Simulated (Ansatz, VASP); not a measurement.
Sc5Al11N16 in VASP and in Ansatz

```
CELL_PARAMETERS angstrom
6.52182 -0.01299 -0.00384
-3.27216 5.67679 0.00894
-0.00599 0.01266 10.13898
ATOMIC_POSITIONS crystal
Al 0.16657 0.33731 0.50552
Al 0.16394 0.82696 0.99971
Al 0.33325 0.66615 0.25469
Al 0.16260 0.82654 0.49930
Al 0.32877 0.66833 0.74361
Al 0.67037 0.33763 0.99588
Al 0.67246 0.33876 0.50393
Al 0.83234 0.17098 0.74346
Al 0.83239 0.66481 0.25031
Al 0.66716 0.83064 0.50312
Al 0.83850 0.66253 0.74729
Sc 0.16603 0.34118 0.99054
Sc 0.33487 0.16705 0.24717
Sc 0.33437 0.16036 0.74096
Sc 0.83200 0.16852 0.25265
Sc 0.66465 0.83120 0.99025
N 0.17551 0.35307 0.19591
N 0.33384 0.16708 0.46020
N 0.16011 0.34366 0.69498
N 0.33973 0.15495 0.95113
N 0.15685 0.81127 0.19107
N 0.33445 0.66715 0.44584
N 0.15458 0.81094 0.68441
N 0.32391 0.68162 0.92899
N 0.67845 0.35459 0.18447
N 0.83286 0.16562 0.45862
N 0.68667 0.34581 0.68904
N 0.82020 0.17539 0.93263
N 0.65747 0.81584 0.19858
N 0.83244 0.66574 0.44169
N 0.66812 0.83080 0.69502
N 0.84455 0.65752 0.93504
```

Alike in both runs: functional PBE; k mesh 4 × 4 × 3; no spin polarisation.

Ansatz relaxed the structure, and its values are those at the end. VASP's run is a single point on that final structure, the one shown.

```csv
,VASP,Ansatz
version,VASP 6.6.1,Ansatz 0.2.0
potentials or method,"VASP PAW PBE potentials, release 64 (Al, Sc_sv, N)","scalar-relativistic, plane waves, PAW"
plane-wave cutoff (eV),520,420
occupations,"gaussian, width 0.01 eV",fixed
valence electrons in the cell,168,168
```

|  | VASP | Ansatz | Ansatz less VASP |
| --- | --- | --- | --- |
| gap on the k mesh at the Fermi level (eV) | 3.44 | 3.43 | -0.005 |
| least direct gap on the mesh (eV) | 3.44 | 3.43 | -0.005 |
| pressure (GPa) | 1.0 | 0.8 | -0.17 |
| rms of the force components (eV/Å) | 0.026 | 0.000 | -0.0258 |

Ansatz's warnings: stress scf threshold loose.
